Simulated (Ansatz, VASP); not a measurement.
SiC: VASP beside Ansatz

```xyz
8
Lattice="5.1035 0.0000 0.0000 0.0000 3.1176 0.0000 0.0000 0.0000 5.2404" Properties=species:S:1:pos:R:3 pbc="T T T"
Si    4.1903    2.3382    2.1461
Si    3.4649    0.7794    4.7663
Si    1.6386    2.3382    0.4741
Si    0.9132    0.7794    3.0942
C     4.1903    0.7794    3.0942
C     3.4649    2.3382    0.4741
C     1.6386    0.7794    4.7663
C     0.9132    2.3382    2.1461
```

Alike in both runs: task relaxation of cell and atoms; functional PBE; k mesh 4 × 6 × 4; occupations gaussian, width 0.1 eV; no spin polarisation.

|  | VASP | Ansatz |
| --- | --- | --- |
| version | VASP 6.6.1 | Ansatz 0.2.0 |
| potentials or method | VASP PAW PBE potentials, release 64 (Si, C), cutoff 600 eV | scalar-relativistic, plane waves, PAW |
| valence electrons in the cell | 32 | 32 |

```csv
,VASP,Ansatz,Ansatz less VASP
"gap on the k mesh at the Fermi level, each at its own relaxed structure (eV)",2.53,2.54,+0.014
relaxed volume (Å³/atom),11.99,11.98,-0.009
relaxed cell length with the largest relative difference (Å),5.884,5.865,-0.0193
```

Noted on VASP's run: the volume moved by over 15 % at a fixed basis, so the end points are rough.
